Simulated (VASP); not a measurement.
# Ba2C (Fm-3m) in VASP: further runs

Ba2C is run at these levels: PBE; tasks: single point.

Program: VASP 6.6.1. These are calculated values, not measurements. Logs are shortened: lines on timing, memory, paths and dates and some standing lists are left out, and cuts for length are marked.

## Step 1: The cell of the first run

It takes space group Fm-3m (No. 225, cubic). The conventional cell has a = 6.721 Å, b = 6.721 Å, c = 6.721 Å, α = 90.00°, β = 90.00°, γ = 90.00°. Within 3.8 Å of C (site symmetry m-3m) lie 8 Ba at 2.91 Å. Within 3.8 Å of Ba (site symmetry -43m) lie 4 C at 2.91 Å and 6 Ba at 3.36 Å.

## Step 2: Single point, PBE

File INCAR:

```
SYSTEM = Ba2C
  PREC = Accurate
  ENCUT = 600
  EDIFF = 1E-6
  ISMEAR = 0
  SIGMA = 0.05
  LREAL = .False.
  LASPH = .True.
  NELM = 120
  ALGO = Normal
  ISIF = 2
  LWAVE = .False.
  LCHARG = .False.
  GGA = PE
  NBANDS = 19
  GGA_COMPAT = .False.
```

File KPOINTS:

```
Automatic mesh
0
Gamma
  4 4 4
  0 0 0
```

File POSCAR:

```
Ba2C
1.0
    0.0000000000      3.3603721161      3.3603721161
    3.3603721161      0.0000000000      3.3603721161
    3.3603721161      3.3603721161      0.0000000000
C Ba
1 2
Direct
    0.0000000000      0.0000000000      0.0000000000
    0.2500000000      0.2500000000      0.2500000000
    0.7500000000      0.7500000000      0.7500000000
```

Potentials or basis: VASP PAW PBE potentials, release 64 (C, Ba_sv).

The run is started by

```console
$ cat potpaw_PBE.64/C/POTCAR potpaw_PBE.64/Ba_sv/POTCAR > POTCAR
$ mpirun -np 1 vasp_std > vasp.out
```

OUTCAR:

```text
SYSTEM = Ba2C
   PREC = Accurate
   ENCUT = 600
   EDIFF = 1E-6
   ISMEAR = 0
   LREAL = .False.
   LASPH = .True.
   NELM = 120
   ISIF = 2
   GGA = PE

 ion  position               nearest neighbor table
   1  0.000  0.000  0.000-   3 2.91   3 2.91   3 2.91   2 2.91   2 2.91   2 2.91   3 2.91   2 2.91

   2  0.250  0.250  0.250-   1 2.91   1 2.91   1 2.91   1 2.91   3 3.36   3 3.36   3 3.36   3 3.36
                             3 3.36   3 3.36
   3  0.750  0.750  0.750-   1 2.91   1 2.91   1 2.91   1 2.91   2 3.36   2 3.36   2 3.36   2 3.36
                             2 3.36   2 3.36

  LATTYP: Found a face centered cubic cell.
 ALAT       =     6.7207442322

  Lattice vectors:

 A1 = (   0.0000000000,   3.3603721161,   3.3603721161)
 A2 = (   3.3603721161,   0.0000000000,   3.3603721161)
 A3 = (   3.3603721161,   3.3603721161,   0.0000000000)

Analysis of symmetry for initial positions (statically):
=====================================================================
 Subroutine PRICEL returns:
 Original cell was already a primitive cell.

 Routine SETGRP: Setting up the symmetry group for a
 face centered cubic supercell.

 Subroutine GETGRP returns: Found 48 space group operations
 (whereof 48 operations were pure point group operations)
 out of a pool of 48 trial point group operations.

The static configuration has the point symmetry O_h .

Analysis of symmetry for dynamics (positions and initial velocities):
=====================================================================
 Subroutine PRICEL returns:
 Original cell was already a primitive cell.

 Routine SETGRP: Setting up the symmetry group for a
 face centered cubic supercell.

 Subroutine GETGRP returns: Found 48 space group operations
 (whereof 48 operations were pure point group operations)
 out of a pool of 48 trial point group operations.

The dynamic configuration has the point symmetry O_h .

 Subroutine INISYM returns: Found 48 space group operations
 (whereof 48 operations are pure point group operations),
 and found     1 'primitive' translations

----------------------------------------------------------------------------------------

                                     Primitive cell

  volume of cell :      75.8913

  direct lattice vectors                    reciprocal lattice vectors
     0.000000000  3.360372116  3.360372116    -0.148793045  0.148793045  0.148793045
     3.360372116  0.000000000  3.360372116     0.148793045 -0.148793045  0.148793045
     3.360372116  3.360372116  0.000000000     0.148793045  0.148793045 -0.148793045

  length of vectors
     4.752283821  4.752283821  4.752283821     0.257717114  0.257717114  0.257717114

  position of ions in fractional coordinates (direct lattice)
     0.000000000  0.000000000  0.000000000
     0.250000000  0.250000000  0.250000000
     0.750000000  0.750000000  0.750000000

  ion indices of the primitive-cell ions
   primitive index   ion index
                 1           1
                 2           2
                 3           3

----------------------------------------------------------------------------------------

 KPOINTS: Automatic mesh

Automatic generation of k-mesh.
 Grid dimensions read from file:
 generate k-points for:    4    4    4

 Generating k-lattice:

  Cartesian coordinates                     Fractional coordinates (reciprocal lattice)
    -0.037198261  0.037198261  0.037198261     0.250000000  0.000000000  0.000000000
     0.037198261 -0.037198261  0.037198261     0.000000000  0.250000000  0.000000000
     0.037198261  0.037198261 -0.037198261     0.000000000  0.000000000  0.250000000

  Length of vectors
     0.064429279  0.064429279  0.064429279

  Shift w.r.t. Gamma in fractional coordinates (k-lattice)
     0.000000000  0.000000000  0.000000000

 Subroutine IBZKPT returns following result:
 ===========================================

 Found      8 irreducible k-points:

 Following reciprocal coordinates:
            Coordinates               Weight
  0.000000  0.000000  0.000000      1.000000
  0.250000  0.000000  0.000000      8.000000
  0.500000  0.000000  0.000000      4.000000
  0.250000  0.250000  0.000000      6.000000
  0.500000  0.250000  0.000000     24.000000
 -0.250000  0.250000  0.000000     12.000000
  0.500000  0.500000  0.000000      3.000000
 -0.250000  0.500000  0.250000      6.000000
   k-points           NKPTS =      8   k-points in BZ     NKDIM =      8   number of bands    NBANDS=     19
   number of dos      NEDOS =    301   number of ions     NIONS =      3
   total plane-waves  NPLWV =  64000
   dimension x,y,z NGX =    40 NGY =   40 NGZ =   40
   dimension x,y,z NGXF=    80 NGYF=   80 NGZF=   80
   ions per type =               1   2
   NGX,Y,Z   is equivalent  to a cutoff of  13.99, 13.99, 13.99 a.u.
   NGXF,Y,Z  is equivalent  to a cutoff of  27.99, 27.99, 27.99 a.u.
 SYSTEM =  Ba2C
   PREC   = accura    normal or accurate (medium, high low for compatibility)
   ISTART =      0    job   : 0-new  1-cont  2-samecut
   ICHARG =      2    charge: 1-file 2-atom 10-const
   ISPIN  =      1    spin polarized calculation?
   LNONCOLLINEAR =      F non collinear calculations
   LSORBIT =      F    spin-orbit coupling
   LASPH  =      T    aspherical Exc in radial PAW
   ENCUT  =  600.0 eV  44.10 Ry    6.64 a.u.   9.49  9.49  9.49*2*pi/ulx,y,z
   NELM   =    120;   NELMIN=  2; NELMDL= -5     # of ELM steps
   EDIFF  = 0.1E-05   stopping-criterion for ELM
   LREAL  =      F    real-space projection
   EDIFFG = 0.1E-04   stopping-criterion for IOM
   NSW    =      0    number of steps for IOM
   IBRION =     -1    ionic relax: 0-MD 1-quasi-New 2-CG
   NFREE  =      0    steps in history (QN), initial steepest desc. (CG)
   ISIF   =      2    stress and relaxation
   ISYM   =      2    0-nonsym 1-usesym 2-fastsym
   POTIM  = 0.5000    time-step for ionic-motion
   TEBEG  =    0.0;   TEEND  =   0.0 temperature during run
   PSTRESS=    0.0 pullay stress
   NELECT =      24.0000    total number of electrons
   NUPDOWN=      -1.0000    fix difference up-down
   EMIN   =  10.00;   EMAX   =-10.00  energy-range for DOS
   EFERMI =   0.00;   METHOD = LEGACY
   ISMEAR =     0;   SIGMA  =   0.05  broadening in eV -4-tet -1-fermi 0-gaus
   EFERMI_NEDOS =   21; number of points for ismear=-14 and -15
   IALGO  =     38    algorithm
   IMIX   =      4    mixing-type and parameters
     AMIX     =   0.40;   BMIX     =  1.00
     AMIX_MAG =   1.60;   BMIX_MAG =  1.00
  volume/ion in A,a.u.               =      25.30       170.71
  Fermi-wavevector in a.u.,A,eV,Ry     =   1.115359  2.107722 16.925987  1.244025
  Thomas-Fermi vector in A             =   2.251963
   LORBIT       =      0    0 simple, 1 ext, 2 COOP (PROOUT), +10 PAW based schemes
   GGA     = PE    functional components
   LHFCALC =     F    Hartree Fock is set to
   AEXX    =    0.0000 exact exchange contribution
   IVDW    =     0    specifies the selected vdW correction
   LEPSILON=     F    determine dielectric tensor
   LRPA    =     F    only Hartree local field effects (RPA)
 non-spin polarized calculation
 Gauss-broadening in eV      SIGMA  =   0.05
  energy-cutoff  :      600.00
  volume of cell :       75.89
 maximum number of plane-waves:      2637
 NGX is ok and might be reduce to    40
   NGX = 19   NGY = 19   NGZ = 19

 number of electron      23.9999999 magnetization

 Free energy of the ion-electron system (eV)
  ---------------------------------------------------
  ext. energy  EPLUGINS =         0.00000000
  ---------------------------------------------------
  free energy    TOTEN  =       -10.46067711 eV

  energy without entropy =      -10.45754723  energy(sigma->0) =      -10.45911217

 E-fermi :   4.0941     XC(G=0):  -9.8014

 val. band max:        4.0836459712   @ k =   0.0000   0.0000   0.0000
 cond. band min:       4.1131753887   @ k =   0.5000   0.5000   0.0000
 fundamental gap:      0.0295294175
 Fermi energy:         4.0940864963

 k-point     1 :       0.0000    0.0000    0.0000
  band No.  band energies     occupation
      1     -24.2769      2.00000
      2     -23.2966      2.00000
      3      -9.8472      2.00000
      4      -9.8472      2.00000
      5      -9.8472      2.00000
      6      -8.2392      2.00000
[... 11 lines left out ...]
     18       9.0377      0.00000
     19      12.2271      0.00000

 k-point     2 :       0.2500    0.0000    0.0000
  band No.  band energies     occupation
      1     -24.1346      2.00000
      2     -23.4411      2.00000
      3      -9.7757      2.00000
      4      -9.6852      2.00000
      5      -9.6852      2.00000
      6      -8.7939      2.00000
[... 11 lines left out ...]
     18       8.4263      0.00000
     19      11.6508      0.00000

 k-point     3 :       0.5000    0.0000    0.0000
  band No.  band energies     occupation
      1     -23.7894      2.00000
      2     -23.7884      2.00000
      3      -9.6082      2.00000
      4      -9.3418      2.00000
      5      -9.2321      2.00000
      6      -9.2321      2.00000
[... 11 lines left out ...]
     18       8.4300      0.00000
     19       8.4300      0.00000

 k-point     4 :       0.2500    0.2500    0.0000
  band No.  band energies     occupation
      1     -24.1102      2.00000
      2     -23.4563      2.00000
      3     -10.0794      2.00000
      4     -10.0794      2.00000
      5      -9.7751      2.00000
      6      -8.8619      2.00000
[... 11 lines left out ...]
     18       8.6624      0.00000
     19       9.2814      0.00000

 k-point     5 :       0.5000    0.2500    0.0000
  band No.  band energies     occupation
      1     -23.8947      2.00000
      2     -23.6640      2.00000
      3     -10.4736      2.00000
      4     -10.0638      2.00000
      5      -9.9899      2.00000
      6      -8.4074      2.00000
[... 11 lines left out ...]
     18       9.3483      0.00000
     19       9.7861      0.00000

 k-point     6 :      -0.2500    0.2500    0.0000
  band No.  band energies     occupation
      1     -23.9477      2.00000
      2     -23.6202      2.00000
      3     -10.3831      2.00000
      4      -9.6232      2.00000
      5      -9.3971      2.00000
      6      -9.1105      2.00000
[... 11 lines left out ...]
     18       9.3282      0.00000
     19       9.5174      0.00000

 k-point     7 :       0.5000    0.5000    0.0000
  band No.  band energies     occupation
      1     -23.9325      2.00000
      2     -23.6072      2.00000
      3     -10.9172      2.00000
      4     -10.2914      2.00000
      5     -10.2914      2.00000
      6      -7.9313      2.00000
[... 11 lines left out ...]
     18       8.8838      0.00000
     19       8.9111      0.00000

 k-point     8 :      -0.2500    0.5000    0.2500
  band No.  band energies     occupation
      1     -23.7747      2.00000
      2     -23.7747      2.00000
      3     -10.7303      2.00000
      4     -10.5186      2.00000
      5      -9.2387      2.00000
      6      -9.2387      2.00000
[... 11 lines left out ...]
     18       8.2249      0.00000
     19      10.2596      0.00000

------------------------ aborting loop because EDIFF is reached ----------------------------------------

  FORCE on cell =-STRESS in cart. coord.  units (eV):
  Direction    XX          YY          ZZ          XY          YZ          ZX
  --------------------------------------------------------------------------------------
  -------------------------------------------------------------------------------------
  Total        4.0540932      4.0540932      4.0540932     -0.0000000     -0.0000000      0.0000000
  in kB       85.5878662     85.5878662     85.5878662     -0.0000000     -0.0000000      0.0000000
  external PRESSURE =      85.5878662 kB  Pullay stress =       0.0000000 kB

 VOLUME and BASIS-vectors are now :
 -----------------------------------------------------------------------------
  energy-cutoff  :      600.00
  volume of cell :       75.89
      direct lattice vectors                 reciprocal lattice vectors
     0.000000000  3.360372116  3.360372116    -0.148793045  0.148793045  0.148793045
     3.360372116  0.000000000  3.360372116     0.148793045 -0.148793045  0.148793045
     3.360372116  3.360372116  0.000000000     0.148793045  0.148793045 -0.148793045

 POSITION                                       TOTAL-FORCE (eV/Angst)
 -----------------------------------------------------------------------------------
      0.00000      0.00000      0.00000         0.000000      0.000000     -0.000000
      1.68019      1.68019      1.68019         0.000000      0.000000      0.000000
      5.04056      5.04056      5.04056        -0.000000     -0.000000     -0.000000
 -----------------------------------------------------------------------------------
    total drift:                                0.000000     -0.000000      0.000000

  FREE ENERGIE OF THE ION-ELECTRON SYSTEM (eV)
  ---------------------------------------------------
  free  energy   TOTEN  =       -10.4606771100 eV

  energy  without entropy=      -10.4575472311  energy(sigma->0) =      -10.45911217
```

Wall time 28 s (1 thread of AMD EPYC 7R43 (Zen 3), shared host); peak memory 0.2 GiB.

Results:

- Free energy: -10.4607 eV
- Pressure: 8.6 GPa
- Band gap on the k mesh: zero (bands 12 and 13 overlap by 0.03 eV)

Levels at points of the mesh, in eV from the Fermi level:
```csv
k point,band 10,band 11,band 12,band 13,band 14,band 15
"(0.00, 0.00, 0.00)",-2.40,-2.40,-2.40,-0.01,-0.01,0.37
"(0.50, 0.00, 0.00)",-0.94,-0.94,-0.56,1.16,2.36,2.36
"(0.50, 0.50, 0.00)",-1.75,-0.26,0.02,0.02,1.05,1.90
```

Caveat: the k points lie up to 0.40 Å⁻¹ apart; spin-orbit coupling is left out, which moves the levels of the heavy elements.

(Continued in part 2 of 2.)

The gap in the log of VASP goes by the Fermi energy; the results here count the filled bands.